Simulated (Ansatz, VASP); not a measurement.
# One calculation of Mo, two programs

Contents of INCAR:

```
SYSTEM = Mo
ALGO = Normal
EDIFF = 1E-6
EDIFFG = -0.005
ENCUT = 600
GGA = PS
IBRION = 2
ISIF = 3
ISMEAR = 0
LASPH = .TRUE.
LCHARG = .FALSE.
LREAL = .FALSE.
LWAVE = .FALSE.
NELM = 60
NSW = 80
PREC = Accurate
SIGMA = 0.3
```

KPOINTS

```
k-points
0
G
  24 24 24
  0 0 0
```

The input POSCAR:

```
Mo
1.0
   -1.5800000000      1.5800000000      1.5800000000
    1.5800000000     -1.5800000000      1.5800000000
    1.5800000000      1.5800000000     -1.5800000000
Mo
1
Direct
    0.0000000000      0.0000000000      0.0000000000
```

Input for Ansatz:

```yaml
crystal:
  lattice:
    - [-1.58, 1.58, 1.58]
    - [1.58, -1.58, 1.58]
    - [1.58, 1.58, -1.58]
  atoms:
    - { symbol: Mo, position: [0.0, 0.0, 0.0] }
scf:
  occupations: { method: gaussian, width: 0.3 }
output:
  forces: true
  stress: true
  eigenvalues: true
hamiltonian:
  xc: pbesol
kpoints:
  mp_grid: { grid: [24, 24, 24] }
relax:
  f_tol: 0.005
  max_steps: 60
  cell: { stress_tol: 0.02 }
```

Alike in both runs: task relaxation of cell and atoms; functional PBEsol; k mesh 24 × 24 × 24; occupations gaussian, width 0.3 eV; no spin polarisation.

|  | VASP | Ansatz |
| --- | --- | --- |
| version | VASP 6.6.1 | Ansatz 0.2.0 |
| potentials or method | VASP PAW PBE potentials, release 64 (Mo_sv) | scalar-relativistic, plane waves, PAW |
| plane-wave cutoff (eV) | 600 | 420 |
| valence electrons in the cell | 14 | 14 |

|  | VASP | Ansatz | Ansatz less VASP |
| --- | --- | --- | --- |
| gap on the k mesh at the Fermi level, each at its own relaxed structure (eV) | none | none | - |
| relaxed volume (Å³/atom) | 15.36 | 15.33 | -0.026 |
| relaxed cell length with the largest relative difference (Å) | 2.712 | 2.711 | -0.0015 |

VASP's potentials were made for PBE, not for PBEsol. A gap of «none» marks a metal or a gap that the smearing closes.
